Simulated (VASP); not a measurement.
BAs: single point with LDA

BAs:

```
B As
1.0
     0.00000    2.35567    2.35567
     2.35567    0.00000    2.35567
     2.35567    2.35567    0.00000
B As
1 1
Cartesian
  0.0000 0.0000 0.0000
  3.5335 3.5335 3.5335
```

```
Program                : VASP 6.6.1
Task                   : single point
Functional             : LDA
Potentials or basis    : VASP PAW LDA potentials, release 64 (B, As_d)
Cutoff                 : 560 eV
k mesh                 : 10 × 10 × 10
Occupations            : gaussian, width 0.01 eV
Spin                   : no spin polarisation
Dipole correction      : no
Further INCAR settings : ALGO = Normal; EDIFF = 1e-06; NBANDS = 16
```

```json
{
  "Pressure": "3.1 GPa",
  "Band gap on the k mesh": "1.09 eV (least direct gap 3.30 eV)"
}
```

Levels at points of the mesh, in eV from the valence-band top:
```tsv
k point	band 6	band 7	band 8	band 9	band 10	band 11	band 12	band 13
(0.00, 0.00, 0.00)	-15.76	0.00	0.00	0.00	3.30	3.30	3.30	5.21
(0.50, 0.00, 0.00)	-12.75	-9.05	-1.89	-1.89	2.94	4.81	4.81	8.80
(0.50, 0.50, 0.00)	-11.41	-8.65	-4.25	-4.25	1.31	1.37	11.67	11.67
```

Wall time 16 s on 1 thread of Intel(R) Xeon(R) Platinum 8259CL CPU @ 2.50GHz (Skylake/Cascade Lake), with other jobs on the host, peak memory 0.15 GiB.

Caveat: the cell stands under pressure. A k mesh can miss the band edges.
